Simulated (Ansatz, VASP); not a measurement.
## One calculation of Sn3PbSe4, two programs

Contents of INCAR:

```
SYSTEM = Sn3PbSe4
PREC = Accurate
ENCUT = 520
EDIFF = 1E-7
ISMEAR = 0
SIGMA = 0.1
LREAL = .FALSE.
LASPH = .TRUE.
NELM = 100
ALGO = Normal
ISIF = 2
LWAVE = .FALSE.
LCHARG = .TRUE.
GGA = PE
LELF = .TRUE.
LVHAR = .TRUE.
NBANDS = 50
```

KPOINTS

```
Automatic mesh
0
G
  4 4 2
  0 0 0
```

Contents of POSCAR:

```
Sn3PbSe4
1.0
    4.3212560100      0.0000000000      0.0000000000
    0.0000000000      4.3212560100      0.0000000000
    0.0000000000      0.0000000000     12.2223577100
Sn Pb Se
3 1 4
Direct
    0.0000000000      0.0000000000      0.0000000000
    0.5000000000      0.5000000000      0.2500000000
    0.5000000000      0.5000000000      0.7500000000
    0.0000000000      0.0000000000      0.5000000000
    0.0000000000      0.0000000000      0.2500000000
    0.5000000000      0.5000000000      0.5000000000
    0.0000000000      0.0000000000      0.7500000000
    0.5000000000      0.5000000000      0.0000000000
```

Input for Ansatz:

```yaml
crystal:
  lattice:
    - [4.32125601, 0.0, 0.0]
    - [0.0, 4.32125601, 0.0]
    - [0.0, 0.0, 12.22235771]
  atoms:
    - { symbol: Sn, position: [0.0, 0.0, 0.0] }
    - { symbol: Sn, position: [0.5, 0.5, 0.25] }
    - { symbol: Sn, position: [0.5, 0.5, 0.75] }
    - { symbol: Pb, position: [0.0, 0.0, 0.5] }
    - { symbol: Se, position: [0.0, 0.0, 0.25] }
    - { symbol: Se, position: [0.5, 0.5, 0.5] }
    - { symbol: Se, position: [0.0, 0.0, 0.75] }
    - { symbol: Se, position: [0.5, 0.5, 0.0] }
basis:
  ecutwfc: 420
kpoints:
  mp_grid: { grid: [4, 4, 2] }
hamiltonian:
  xc: pbe
scf:
  occupations: { method: gaussian, width: 0.1 }
  lower_state_search: "off"
output:
  forces: true
  stress: true
  eigenvalues: true
```

Alike in both runs: task single point; functional PBE; k mesh 4 × 4 × 2; occupations gaussian, width 0.1 eV; no spin polarisation.

```csv
,VASP,Ansatz
version,VASP 6.6.1,Ansatz 0.2.0
potentials or method,"VASP PAW PBE potentials, release 64 (Sn_d, Pb_d, Se), cutoff 520 eV","scalar-relativistic, plane waves, PAW"
valence electrons in the cell,80,120
```

Ansatz gave:

```
gap on the k mesh at the Fermi level (eV) : 0.10
least direct gap on the mesh (eV)         : 0.10
pressure (GPa)                            : -0.6
rms of the force components (eV/Å)        : 0.062
```

Which values does VASP return?

gap on the k mesh at the Fermi level (eV): 0.09; least direct gap on the mesh (eV): 0.09; pressure (GPa): -0.6; rms of the force components (eV/Å): 0.062.

Atom by atom the forces differ by 0.000 eV/Å (rms over components). VASP's potentials hold 80 valence electrons a cell and Ansatz's 120, so a difference there can come from the potentials and not from the codes.

Spin-orbit coupling is off throughout.
